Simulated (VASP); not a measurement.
A run of VASP 6.6.1:

The input POSCAR:

```
Ir
1.0
    2.6064849482      0.0000000000      0.0000000000
   -1.3032424741      2.2572821797      0.0000000000
    0.0000000000      0.0000000000      8.5197406365
Ir
4
Direct
    0.0000000000      0.0000000000      1.0000000000
    0.0000000000      0.0000000000      0.5000000000
    0.3333333333      0.6666666667      0.2500000000
    0.6666666667      0.3333333333      0.7500000000
```

The input INCAR.step1:

```
ALGO     = Normal         # electronic algorithm
EDIFF    = 1E-4           # SCF threshold, eV
ENCUT    = 520            # plane-wave cutoff, eV
GGA      = PE             # functional
ISMEAR   = -1             # smearing method
LASPH    = True           # aspherical terms in the spheres
LCHARG   = False          # write CHGCAR
LREAL    = False          # projectors in reciprocal space
LWAVE    = True           # write WAVECAR
NBANDS   = 26             # bands
NELM     = 80             # most SCF steps
PREC     = Accurate       # precision mode
SIGMA    = 0.1            # smearing width, eV
```

File INCAR.step2:

```
ALGO     = Normal         # electronic algorithm
EDIFF    = 1E-6           # SCF threshold, eV
ENCUT    = 520            # plane-wave cutoff, eV
ISIF     = 2              # what is computed and relaxed
ISMEAR   = -1             # smearing method
ISTART   = 1            
LASPH    = True           # aspherical terms in the spheres
LCHARG   = True           # write CHGCAR
LELF     = True           # ELF
LMIXTAU  = True         
LREAL    = False          # projectors in reciprocal space
LVHAR    = True         
LWAVE    = False          # write WAVECAR
METAGGA  = R2SCAN         # meta-GGA
NBANDS   = 26             # bands
NELM     = 80             # most SCF steps
PREC     = Accurate       # precision mode
SIGMA    = 0.1            # smearing width, eV
```

Contents of KPOINTS:

```
k-points
0
Gamma
  15 15 4
```

Potentials or basis: VASP PAW PBE potentials, release 64 (Ir).

Command:

```sh
$ cat potpaw_PBE.64/Ir/POTCAR > POTCAR
$ cp INCAR.step1 INCAR
$ mpirun -np 1 vasp_std > vasp.out
$ cp INCAR.step2 INCAR
$ mpirun -np 1 vasp_std > vasp.out
```

Hardware: 1 thread of AMD EPYC 9R45 96-Core Processor (Zen 5) (shared host).

**Question.** Estimate the wall time of this run.

**Answer.** It took 2.9 min on 1 thread of AMD EPYC 9R45 96-Core Processor (Zen 5), with other jobs on the host, peak memory 0.19 GiB. Counts: k points 81.
